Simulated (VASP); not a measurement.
# Ag (P6_3/mmc) in VASP: single point with PBE0

Aim: the single point of Ag with PBE0.

Program: VASP 6.6.1. These are calculated values, not measurements. Logs are shortened: lines on timing, memory, paths and dates and some standing lists are left out, and cuts for length are marked.

**1. The cell of the first run**

It takes space group P6_3/mmc (No. 194, hexagonal). Conventional cell: a = 2.910 Å, b = 2.910 Å, c = 4.758 Å, α = 90.00°, β = 90.00°, γ = 120.00°. Within 3.8 Å of Ag (site symmetry -6m2) lie 12 Ag at 2.91 Å.

This isn't the form of Ag at room conditions, which is fcc.

**2. Single point, PBE0**

File POSCAR:

```
Ag
1.0
    2.9103349780      0.0000000000      0.0000000000
   -1.4551674890      2.5204240244      0.0000000000
    0.0000000000      0.0000000000      4.7578513803
Ag
2
Direct
    0.6666666667      0.3333333333      0.7500000000
    0.3333333333      0.6666666667      0.2500000000
```

File INCAR.step1:

```
PREC = Accurate
ENCUT = 520
EDIFF = 1E-5
ISMEAR = -1
SIGMA = 0.05
LREAL = F
LASPH = T
NELM = 80
ALGO = Normal
ISIF = 2
LWAVE = T
LCHARG = F
NBANDS = 18
GGA = PE
```

File INCAR.step2:

```
PREC = Accurate
ENCUT = 520
EDIFF = 1E-6
ISMEAR = -1
SIGMA = 0.05
LREAL = F
LASPH = T
NELM = 80
ALGO = Normal
ISIF = 2
LWAVE = F
LCHARG = F
GGA = PE
LHFCALC = T
AEXX = 0.25
PRECFOCK = Normal
NBANDS = 18
ISTART = 1
```

File KPOINTS:

```
regular mesh
0
Gamma
  6 6 4
```

Potentials or basis: VASP PAW PBE potentials, release 64 (Ag).

On the command line:

```bash
$ cat potpaw_PBE.64/Ag/POTCAR > POTCAR
$ cp INCAR.step1 INCAR
$ mpirun -np 1 vasp_std > vasp.out
$ cp INCAR.step2 INCAR
$ mpirun -np 1 vasp_std > vasp.out
```

OUTCAR:

```text
PREC = Accurate
   ENCUT = 520
   EDIFF = 1E-6
   ISMEAR = -1
   LREAL = F
   LASPH = T
   NELM = 80
   ISIF = 2
   GGA = PE
   LHFCALC = T
   AEXX = 0.25
   PRECFOCK = Normal
   ISTART = 1

 ion  position               nearest neighbor table
   1  0.667  0.333  0.750-   2 2.91   2 2.91   2 2.91   2 2.91   2 2.91   2 2.91
   2  0.333  0.667  0.250-   1 2.91   1 2.91   1 2.91   1 2.91   1 2.91   1 2.91

  LATTYP: Found a hexagonal cell.
 ALAT       =     2.9103349780
 C/A-ratio  =     1.6348122866

  Lattice vectors:

 A1 = (   2.9103349780,   0.0000000000,   0.0000000000)
 A2 = (  -1.4551674890,   2.5204240244,   0.0000000000)
 A3 = (   0.0000000000,   0.0000000000,   4.7578513803)

Analysis of symmetry for initial positions (statically):
=====================================================================
 Subroutine PRICEL returns:
 Original cell was already a primitive cell.

 Routine SETGRP: Setting up the symmetry group for a
 hexagonal supercell.

 Subroutine GETGRP returns: Found 24 space group operations
 (whereof 12 operations were pure point group operations)
 out of a pool of 24 trial point group operations.

The static configuration has the point symmetry D_3d.
 The point group associated with its full space group is D_6h.

Analysis of symmetry for dynamics (positions and initial velocities):
=====================================================================
 Subroutine PRICEL returns:
 Original cell was already a primitive cell.

 Routine SETGRP: Setting up the symmetry group for a
 hexagonal supercell.

 Subroutine GETGRP returns: Found 24 space group operations
 (whereof 12 operations were pure point group operations)
 out of a pool of 24 trial point group operations.

The dynamic configuration has the point symmetry D_3d.
 The point group associated with its full space group is D_6h.

 Subroutine INISYM returns: Found 24 space group operations
 (whereof 12 operations are pure point group operations),
 and found     1 'primitive' translations

----------------------------------------------------------------------------------------

                                     Primitive cell

  volume of cell :      34.9002

  direct lattice vectors                    reciprocal lattice vectors
     2.910334978  0.000000000  0.000000000     0.343603059  0.198379318  0.000000000
    -1.455167489  2.520424024  0.000000000     0.000000000  0.396758637  0.000000000
     0.000000000  0.000000000  4.757851380     0.000000000  0.000000000  0.210178906

  length of vectors
     2.910334978  2.910334978  4.757851380     0.396758637  0.396758637  0.210178906

  position of ions in fractional coordinates (direct lattice)
     0.666666667  0.333333333  0.750000000
     0.333333333  0.666666667  0.250000000

  ion indices of the primitive-cell ions
   primitive index   ion index
                 1           1
                 2           2

----------------------------------------------------------------------------------------

 KPOINTS: regular mesh

Automatic generation of k-mesh.
 Grid dimensions read from file:
 generate k-points for:    6    6    4

 Generating k-lattice:

  Cartesian coordinates                     Fractional coordinates (reciprocal lattice)
     0.057267176  0.033063220  0.000000000     0.166666667  0.000000000  0.000000000
     0.000000000  0.066126439  0.000000000     0.000000000  0.166666667  0.000000000
     0.000000000  0.000000000  0.052544727     0.000000000  0.000000000  0.250000000

  Length of vectors
     0.066126439  0.066126439  0.052544727

  Shift w.r.t. Gamma in fractional coordinates (k-lattice)
     0.000000000  0.000000000  0.000000000

 Subroutine IBZKPT returns following result:
 ===========================================

 Found     21 irreducible k-points:

 Following reciprocal coordinates:
            Coordinates               Weight
  0.000000  0.000000  0.000000      1.000000
  0.166667  0.000000  0.000000      6.000000
  0.333333  0.000000  0.000000      6.000000
  0.500000  0.000000  0.000000      3.000000
  0.166667  0.166667  0.000000      6.000000
  0.333333  0.166667  0.000000     12.000000
[... 13 lines left out ...]
  0.333333  0.166667  0.500000     12.000000
  0.333333  0.333333  0.500000      2.000000
   k-points           NKPTS =     21   k-points in BZ     NKDIM =    144   number of bands    NBANDS=     18
   number of dos      NEDOS =    301   number of ions     NIONS =      2
   total plane-waves  NPLWV =  20736
   dimension x,y,z NGX =    24 NGY =   24 NGZ =   36
   dimension x,y,z NGXF=    48 NGYF=   48 NGZF=   72
   ions per type =               2
   NGX,Y,Z   is equivalent  to a cutoff of  13.71, 13.71, 12.58 a.u.
   NGXF,Y,Z  is equivalent  to a cutoff of  27.42, 27.42, 25.16 a.u.
 SYSTEM =  unknown system
   PREC   = accura    normal or accurate (medium, high low for compatibility)
   ISTART =      1    job   : 0-new  1-cont  2-samecut
   ICHARG =      0    charge: 1-file 2-atom 10-const
   ISPIN  =      1    spin polarized calculation?
   LNONCOLLINEAR =      F non collinear calculations
   LSORBIT =      F    spin-orbit coupling
   LASPH  =      T    aspherical Exc in radial PAW
   ENCUT  =  520.0 eV  38.22 Ry    6.18 a.u.   5.41  5.41  8.85*2*pi/ulx,y,z
   NELM   =     80;   NELMIN=  2; NELMDL=  0     # of ELM steps
   EDIFF  = 0.1E-05   stopping-criterion for ELM
   LREAL  =      F    real-space projection
   EDIFFG = 0.1E-04   stopping-criterion for IOM
   NSW    =      0    number of steps for IOM
   IBRION =     -1    ionic relax: 0-MD 1-quasi-New 2-CG
   NFREE  =      0    steps in history (QN), initial steepest desc. (CG)
   ISIF   =      2    stress and relaxation
   ISYM   =      3    0-nonsym 1-usesym 2-fastsym
   POTIM  = 0.5000    time-step for ionic-motion
   TEBEG  =    0.0;   TEEND  =   0.0 temperature during run
   PSTRESS=    0.0 pullay stress
   NELECT =      22.0000    total number of electrons
   NUPDOWN=      -1.0000    fix difference up-down
   EMIN   =  10.00;   EMAX   =-10.00  energy-range for DOS
   EFERMI =   0.00;   METHOD = LEGACY
   ISMEAR =    -1;   SIGMA  =   0.05  broadening in eV -4-tet -1-fermi 0-gaus
   EFERMI_NEDOS =   21; number of points for ismear=-14 and -15
   IALGO  =     38    algorithm
   IMIX   =      1    mixing-type and parameters
     AMIX     =   0.40;   BMIX     =  1.00
     AMIX_MAG =   1.60;   BMIX_MAG =  1.00
  volume/ion in A,a.u.               =      17.45       117.76
  Fermi-wavevector in a.u.,A,eV,Ry     =   1.403697  2.652602 26.808430  1.970364
  Thomas-Fermi vector in A             =   2.526333
   LORBIT       =      0    0 simple, 1 ext, 2 COOP (PROOUT), +10 PAW based schemes
   GGA     = PE    functional components
   LHFCALC =     T    Hartree Fock is set to
   PRECFOCK=normal    Normal, Fast or Accurate (Low or Medium for compatibility)
   ENCUT4O =  -1.0   cutoff for four orbital integrals eV
   NKREDX  =     1    reduce k-point grid by
   NKREDY  =     1    reduce k-point grid by
   NKREDZ  =     1    reduce k-point grid by
   AEXX    =    0.2500 exact exchange contribution
   HFSCREEN=    0.0000 screening length (either q_TF or 0.3 A-1)
   HFSCREENC=   0.0000 screening length for correlation (either q_TF or 0.3 A-1)
   ENCUTFOCK=  -1.0 apply spherical cutoff to Coloumb kernel
   IVDW    =     0    specifies the selected vdW correction
   LEPSILON=     F    determine dielectric tensor
   LRPA    =     F    only Hartree local field effects (RPA)
 non-spin polarized calculation
  energy-cutoff  :      520.00
  volume of cell :       34.90
 maximum number of plane-waves:       966
 NGX is ok and might be reduce to    24
  NGX = 18; NGY = 18; NGZ = 28

 number of electron      22.0000007 magnetization

 Free energy of the ion-electron system (eV)
  ---------------------------------------------------
  ext. energy  EPLUGINS =         0.00000000
  ---------------------------------------------------
  free energy    TOTEN  =        -6.08733728 eV

  energy without entropy =       -6.08251736  energy(sigma->0) =       -6.08492732

 E-fermi :   7.4971     XC(G=0):  -9.4458

 val. band max:        7.3765644473   @ k =   0.3333   0.1667   0.2500
 cond. band min:       8.2881658120   @ k =   0.5000   0.0000   0.0000
 fundamental gap:      0.9116013647
 Fermi energy:         7.4971254285

 k-point     1 :       0.0000    0.0000    0.0000
  band No.  band energies     occupation
      1      -0.9764      2.00000
      2      -0.0061      2.00000
      3       1.4975      2.00000
      4       1.6035      2.00000
      5       1.6035      2.00000
      6       1.8383      2.00000
[... 10 lines left out ...]
     17      27.6706      0.00000
     18      27.6706      0.00000

 k-point     2 :       0.1667    0.0000    0.0000
  band No.  band energies     occupation
      1      -0.1876      2.00000
      2       0.3457      2.00000
      3       1.2527      2.00000
      4       1.6964      2.00000
      5       1.7523      2.00000
      6       1.9860      2.00000
[... 10 lines left out ...]
     17      26.8214      0.00000
     18      27.3431      0.00000

 k-point     3 :       0.3333    0.0000    0.0000
  band No.  band energies     occupation
      1       0.1919      2.00000
      2       0.5377      2.00000
      3       0.7388      2.00000
      4       1.6469      2.00000
      5       1.8385      2.00000
      6       2.0428      2.00000
[... 10 lines left out ...]
     17      22.7717      0.00000
     18      25.9874      0.00000

 k-point     4 :       0.5000    0.0000    0.0000
  band No.  band energies     occupation
      1      -0.0427      2.00000
      2       0.3248      2.00000
      3       0.4249      2.00000
      4       1.4984      2.00000
      5       1.8892      2.00000
      6       2.0965      2.00000
[... 312 lines left out ...]
      4       1.3890      2.00000
      5       1.5183      2.00000
      6       1.5183      2.00000
[... 10 lines left out ...]
     17      21.9879      0.00000
     18      21.9879      0.00000

 k-point    20 :       0.3333    0.1667    0.5000
  band No.  band energies     occupation
      1       0.4133      2.00000
      2       0.4133      2.00000
      3       0.9864      2.00000
      4       0.9864      2.00000
      5       2.0346      2.00000
      6       2.0346      2.00000
[... 10 lines left out ...]
     17      23.7351      0.00000
     18      23.7351      0.00000

 k-point    21 :       0.3333    0.3333    0.5000
  band No.  band energies     occupation
      1       0.7252      2.00000
      2       0.7252      2.00000
      3       1.1809      2.00000
      4       1.1809      2.00000
      5       1.7681      2.00000
      6       1.7681      2.00000
[... 10 lines left out ...]
     17      25.9580      0.00000
     18      25.9580      0.00000

------------------------ aborting loop because EDIFF is reached ----------------------------------------

  FORCE on cell =-STRESS in cart. coord.  units (eV):
  Direction    XX          YY          ZZ          XY          YZ          ZX
  --------------------------------------------------------------------------------------
  -------------------------------------------------------------------------------------
  Total        0.7201889      0.7201889      0.0077034      0.0000000      0.0000000     -0.0000000
  in kB       33.0620324     33.0620324      0.3536439      0.0000000      0.0000000     -0.0000000
  external PRESSURE =      22.1592363 kB  Pullay stress =       0.0000000 kB

 VOLUME and BASIS-vectors are now :
 -----------------------------------------------------------------------------
  energy-cutoff  :      520.00
  volume of cell :       34.90
      direct lattice vectors                 reciprocal lattice vectors
     2.910334978  0.000000000  0.000000000     0.343603059  0.198379318  0.000000000
    -1.455167489  2.520424024  0.000000000     0.000000000  0.396758637  0.000000000
     0.000000000  0.000000000  4.757851380     0.000000000  0.000000000  0.210178906

 POSITION                                       TOTAL-FORCE (eV/Angst)
 -----------------------------------------------------------------------------------
      1.45517      0.84014      3.56839         0.000000      0.000000     -0.000000
     -0.00000      1.68028      1.18946        -0.000000      0.000000      0.000000
 -----------------------------------------------------------------------------------
    total drift:                                0.000000     -0.000000      0.000000

  FREE ENERGIE OF THE ION-ELECTRON SYSTEM (eV)
  ---------------------------------------------------
  free  energy   TOTEN  =        -6.0873372775 eV

  energy  without entropy=       -6.0825173562  energy(sigma->0) =       -6.08492732
```

Wall time 40 min (1 thread of AMD EPYC 7R13 (Zen 3), shared host); peak memory 0.15 GiB.

What came out:

* Free energy: -6.0873 eV
* Pressure: 2.2 GPa
* Band gap on the k mesh: zero (bands 11 and 12 overlap by 9.89 eV)

Stress tensor (GPa, compression positive):
```
3.31 0.00 0.00
0.00 3.31 0.00
0.00 0.00 0.04
```

Caveat: the k points lie up to 0.42 Å⁻¹ apart, too coarse for converged energies and pressures of a metal; the PAW data sets were made with another functional, which shifts forces and pressure a little.
